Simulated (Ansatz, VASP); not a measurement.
## Two plane-wave programs on BiTe

File POSCAR:

```
BiTe
1.0
    2.4227077728      1.3987509848      3.3172919545
   -2.4227077728      1.3987509848      3.3172919545
    0.0000000000     -2.7975019696      3.3172919545
Bi Te
1 1
Direct
    0.5000000000      0.5000000000      0.5000000000
    0.0000000000      0.0000000000      0.0000000000
```

INCAR.step1

```
SYSTEM = BiTe
ALGO = Normal
EDIFF = 1E-4
ENCUT = 520
GGA = PE
ISMEAR = -1
LASPH = .True.
LCHARG = .False.
LREAL = .False.
LWAVE = .True.
NBANDS = 18
NELM = 60
PREC = Accurate
SIGMA = 0.05
```

The input INCAR.step2:

```
SYSTEM = BiTe
ALGO = Normal
EDIFF = 1E-6
ENCUT = 520
ISIF = 2
ISMEAR = -1
ISTART = 1
LASPH = .True.
LCHARG = .False.
LMIXTAU = .True.
LREAL = .False.
LWAVE = .False.
METAGGA = R2SCAN
NBANDS = 18
NELM = 60
PREC = Accurate
SIGMA = 0.05
```

Contents of KPOINTS:

```
k-points
0
Gamma
  7 7 7
  0 0 0
```

The input input.yaml:

```yaml
crystal:
  lattice:
    - [2.4227077728, 1.3987509848, 3.3172919545]
    - [-2.4227077728, 1.3987509848, 3.3172919545]
    - [0.0, -2.7975019696, 3.3172919545]
  atoms:
    - { symbol: Bi, position: [0.5, 0.5, 0.5] }
    - { symbol: Te, position: [0.0, 0.0, 0.0] }
hamiltonian:
  xc: r2scan
  pseudopotentials: { kind: paw }
kpoints:
  mp_grid: { grid: [7, 7, 7] }
  band_path:
    path:
      - [[0.0, 0.0, 0.0], [0.5, 0.0, 0.0], [0.5, 0.2851949954, -0.2851949954]]
      - [[0.7148050046, 0.5, 0.2851949954], [0.5, 0.5, 0.5], [0.0, 0.0, 0.0], [0.3925974977, 0.0, -0.3925974977]]
      - [[0.6074025023, 0.3925974977, 0.0], [0.5, 0.5, 0.0], [0.6074025023, 0.6074025023, 0.2851949954], [0.5, 0.5, 0.5]]
      - [[0.5, 0.0, 0.0], [0.7148050046, 0.3925974977, 0.3925974977]]
    npoints: 14
scf:
  occupations: { method: fermi_dirac, width: 0.05 }
  n_extra_bands: 6
output:
  forces: true
  stress: true
  eigenvalues: true
  fatbands: true
  write_density: true
  write_potential: true
  elf: true
  volumetric_format: npy
```

Alike in both runs: functional r2SCAN; k mesh 7 × 7 × 7; occupations fermi-dirac, width 0.05 eV; no spin polarisation.

|  | VASP | Ansatz |
| --- | --- | --- |
| version | VASP 6.6.1 | Ansatz 0.2.0 |
| potentials or method | VASP PAW PBE potentials, release 64 (Bi_d, Te) | Ansatz PAW |
| plane-wave cutoff (eV) | 520 | 500 |
| valence electrons in the cell | 21 | 31 |
| task | single point | band structure |

```tsv
	VASP	Ansatz	Ansatz less VASP
gap on the k mesh at the Fermi level (eV)	none	none	-
pressure (GPa)	-0.6	-0.6	+0.02
traceless stress, the component that is largest in VASP (GPa)	0.10	0.10	-0.005
```

VASP's potentials were made for PBE, not for r2SCAN. A gap of «none» marks a metal or a gap that the smearing closes. VASP's potentials hold 21 valence electrons a cell and Ansatz's 31, so a difference there can come from the potentials and not from the codes.

Spin-orbit coupling is off throughout.
